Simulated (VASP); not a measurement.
Set up this calculation in VASP 6.6.1, as the native input.

- Task: single point
- Functional: PBE
- Potentials or basis: VASP PAW PBE potentials, release 64 (Cu, Zn, Ga_d, Ge_d, Se)
- Cutoff: 520 eV
- k mesh: 2 × 2 × 2, shifted
- Occupations: gaussian, width 0.1 eV
- Spin: no spin polarisation
- Dipole correction: no
- Further INCAR settings: LREAL = Auto; ALGO = Normal; EDIFF = 1e-07; NBANDS = 106; ISYM = 0

The structure of Zn2GaCu5Ge2Se10 lies in POSCAR:

```
Zn2GaCu5Ge2Se10
1.0
    2.8444032760      2.8538164715      5.6020510501
   -2.8758548603     -2.8661482624      5.6239427378
    8.5240638882     -5.6745872616      2.7890756542
Cu Zn Ga Ge Se
5 2 1 2 10
Direct
    0.1079935718      0.5008129431      0.7986317959
    0.0066709480      0.9950526244      0.9992525420
    0.4051749704      0.9903348373      0.2040250771
    0.7897731246     -0.0050176083      0.4003441272
    0.6943911047      0.4988667392      0.6009884826
    0.5854091237      0.0128663003      0.8106694997
    0.5108011577      0.5136864349     -0.0081344073
    0.8860095408      0.5190845830      0.1903659558
    0.2053107210      0.9862057818      0.6080256695
    0.3039609484      0.4966031119      0.3993853421
    0.5804250950      0.8713419689      0.6013119237
    0.4775014928      0.3803564315      0.7981631436
    0.9746193415      0.8691681838      0.8051052739
    0.3704536814      0.8807787700      1.0080907800
    0.7779702976      0.8839692220      0.1978735443
    0.6842729089      0.3677759952      0.3986383457
    0.1623119216      0.8830527294      0.4008899893
    0.0657369849      0.3781898632      0.6032552261
    0.8877327936      0.3664671766      0.9936991664
    0.2727118043      0.3645644227      0.2002900268
```

One way to write it, as run:

INCAR

```
ALGO = Normal
EDIFF = 1E-7
ENCUT = 520
GGA = PE
ISIF = 2
ISMEAR = 0
ISYM = 0
LASPH = T
LCHARG = F
LREAL = Auto
LWAVE = F
NBANDS = 106
NELM = 60
PREC = Accurate
SIGMA = 0.1
```

KPOINTS

```
Automatic mesh
0
Gamma
  2 2 2
  0.5 0.5 0.5
```

Potentials or basis: VASP PAW PBE potentials, release 64 (Cu, Zn, Ga_d, Ge_d, Se).

Command:

```bash
$ cat potpaw_PBE.64/Cu/POTCAR potpaw_PBE.64/Zn/POTCAR potpaw_PBE.64/Ga_d/POTCAR potpaw_PBE.64/Ge_d/POTCAR potpaw_PBE.64/Se/POTCAR > POTCAR
$ mpirun -np 1 vasp_std > vasp.out
```

It gave:

```json
{
  "Pressure": "0.2 GPa",
  "Largest force": "0.047 eV/Å",
  "Band gap on the k mesh": "0.22 eV"
}
```

Caveat: semilocal functionals underestimate gaps, and a narrow one can read as zero; a shifted mesh leaves out Γ, where band edges can lie.

It took 5.2 min on 1 thread of Intel(R) Xeon(R) 6975P-C (Granite Rapids), on a shared host, peak memory 0.6 GiB.
